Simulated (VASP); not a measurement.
Input of a VASP 6.6.1 run:

The input INCAR:

```
  PREC = Accurate
  ENCUT = 520
  EDIFF = 1E-6
  ISMEAR = -1
  SIGMA = 0.05
  LREAL = F
  LASPH = T
  NELM = 60
  ALGO = Normal
  ISIF = 2
  LWAVE = F
  LCHARG = T
  GGA = PE
  LELF = T
  LVHAR = T
  NBANDS = 16
```

The input KPOINTS:

```
Automatic mesh
0
Gamma
  10 10 10
```

POSCAR

```
GaP
1.0
    0.0000000000      2.7432985392      2.7432985392
    2.7432985392      0.0000000000      2.7432985392
    2.7432985392      2.7432985392      0.0000000000
Ga P
1 1
Direct
    0.0000000000      0.0000000000      0.0000000000
    0.7500000000      0.7500000000      0.7500000000
```

Potentials or basis: VASP PAW PBE potentials, release 64 (Ga_d, P).

Command:

```console
$ cat potpaw_PBE.64/Ga_d/POTCAR potpaw_PBE.64/P/POTCAR > POTCAR
$ mpirun -np 1 vasp_std > vasp.out
```

(1) Estimate the band gap on the k mesh.

(2) Predict the pressure.

Results:

(1) 1.61 eV, indirect (least direct gap 1.66 eV).

(2) 0.8 GPa.
